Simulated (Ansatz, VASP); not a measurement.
ZnO in VASP and in Ansatz

The input INCAR:

```
PREC = Accurate
ENCUT = 520
EDIFF = 1E-6
ISMEAR = 0
SIGMA = 0.05
LREAL = False
LASPH = True
NELM = 80
ALGO = Normal
ISIF = 2
LWAVE = False
LCHARG = False
GGA = CA
NBANDS = 16
```

Contents of KPOINTS:

```
Automatic mesh
0
Gamma
  12 12 12
```

POSCAR

```
ZnO
1.0
    0.0000000000      2.0609699000      2.2779141000
    2.0609699000      0.0000000000      2.2779141000
    2.0609699000      2.0609699000      0.0000000000
Zn O
1 1
Direct
    0.0000000000      0.0000000000      0.0000000000
    0.5000000000      0.5000000000      0.5000000000
```

Input for Ansatz:

```yaml
crystal:
  lattice:
    - [0.0, 2.0609699, 2.2779141]
    - [2.0609699, 0.0, 2.2779141]
    - [2.0609699, 2.0609699, 0.0]
  atoms:
    - { symbol: Zn, position: [0.0, 0.0, 0.0] }
    - { symbol: O, position: [0.5, 0.5, 0.5] }
basis:
  ecutwfc: 420
kpoints:
  mp_grid: { grid: [12, 12, 12] }
hamiltonian:
  xc: lda
scf:
  occupations: { method: gaussian, width: 0.05 }
output:
  forces: true
  stress: true
  eigenvalues: true
```

Change from the starting cell: strain -0.050 along x and y, +0.050 along z, atoms carried along.

Alike in both runs: task single point; functional LDA; k mesh 12 × 12 × 12; occupations gaussian, width 0.05 eV; no spin polarisation.

```csv
,VASP,Ansatz
version,VASP 6.6.1,Ansatz 0.2.0
potentials or method,"VASP PAW LDA potentials, release 64 (Zn, O), cutoff 520 eV","scalar-relativistic, plane waves, PAW"
valence electrons in the cell,18,18
```

|  | VASP | Ansatz | Ansatz less VASP |
| --- | --- | --- | --- |
| gap on the k mesh at the Fermi level (eV) | 0.71 | 0.71 | +0.001 |
| least direct gap on the mesh (eV) | 2.20 | 2.21 | +0.007 |
| pressure (GPa) | -2.3 | -3.8 | -1.51 |
| traceless stress, the component that is largest in VASP (GPa) | -6.24 | -5.62 | +0.620 |

LDA's correlation is that of Perdew and Zunger in VASP and of Perdew and Wang (1992) in Ansatz.
